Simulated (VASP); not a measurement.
The system is Pd3I.

```xyz
4
Lattice="-2.1469 2.1469 3.8759 2.1469 -2.1469 3.8759 2.1469 2.1469 -3.8759" Properties=species:S:1:pos:R:3 pbc="T T T"
I     0.0000    0.0000    0.0000
Pd    0.0000    0.0000    3.8759
Pd    2.1469    0.0000    1.9380
Pd    0.0000    2.1469    1.9380
```

Base run:

* Program: VASP 6.6.1
* Functional: PBE
* Potentials or basis: VASP PAW PBE potentials, release 64 (I, Pd)
* Cutoff: 520 eV
* k mesh: 9 × 9 × 9
* Occupations: fermi-dirac, width 0.05 eV
* Spin: no spin polarisation
* Hubbard terms: Pd d U = 3.0 eV

Its results: band gap on the k mesh zero (an odd number of electrons rules out a gap without spin polarisation); pressure -3.9 GPa.

Task: The run is repeated on the same cell with these changes: hubbard terms from Pd d U = 3.0 eV to Pd d U = 8.0 eV. What comes out?

Result: Band gap on the k mesh zero (an odd number of electrons rules out a gap without spin polarisation); pressure -11.7 GPa.

Caveats: the cell stands under tension; spin-orbit coupling is left out, which moves the levels of the heavy elements; an odd number of electrons without spin polarisation forces a metal; a magnetic or distorted state may lie lower; U without spin polarisation on a metal has little footing.
